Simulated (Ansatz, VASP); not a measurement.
One calculation of CdS, two programs

```
Cd S
1.0
     4.06528    0.00000    0.00000
    -2.03264    3.52064    0.00000
     0.00000    0.00000    6.59947
Cd S
2 2
Direct
  0.66667 0.33333 0.50000
  0.33333 0.66667 0.00000
  0.66667 0.33333 0.87500
  0.33333 0.66667 0.37500
```

Alike in both runs: task single point; functional BLYP; k mesh 7 × 7 × 4; occupations fermi-dirac, width 0.05 eV; no spin polarisation.

```csv
,VASP,Ansatz
version,VASP 6.6.1,Ansatz 0.2.0
potentials or method,"VASP PAW PBE potentials, release 64 (Cd, S)",Ansatz PAW
plane-wave cutoff (eV),520,420
valence electrons in the cell,36,52
```

|  | VASP | Ansatz | Ansatz less VASP |
| --- | --- | --- | --- |
| gap on the k mesh at the Fermi level (eV) | 1.32 | 1.29 | -0.028 |
| least direct gap on the mesh (eV) | 1.32 | 1.29 | -0.028 |
| pressure (GPa) | 10.7 | 10.1 | -0.53 |
| traceless stress, the component that is largest in VASP (GPa) | 0.73 | 0.70 | -0.023 |
| rms of the force components (eV/Å) | 0.046 | 0.045 | -0.0010 |

VASP's potentials were made for PBE, not for BLYP. Atom by atom the forces differ by 0.001 eV/Å (rms over components). VASP's potentials hold 36 valence electrons a cell and Ansatz's 52, so a difference there can come from the potentials and not from the codes.

Noted on Ansatz's run: odd divisions of the mesh miss points on the zone boundary, where band edges often lie, so the gap on the mesh can be too wide.
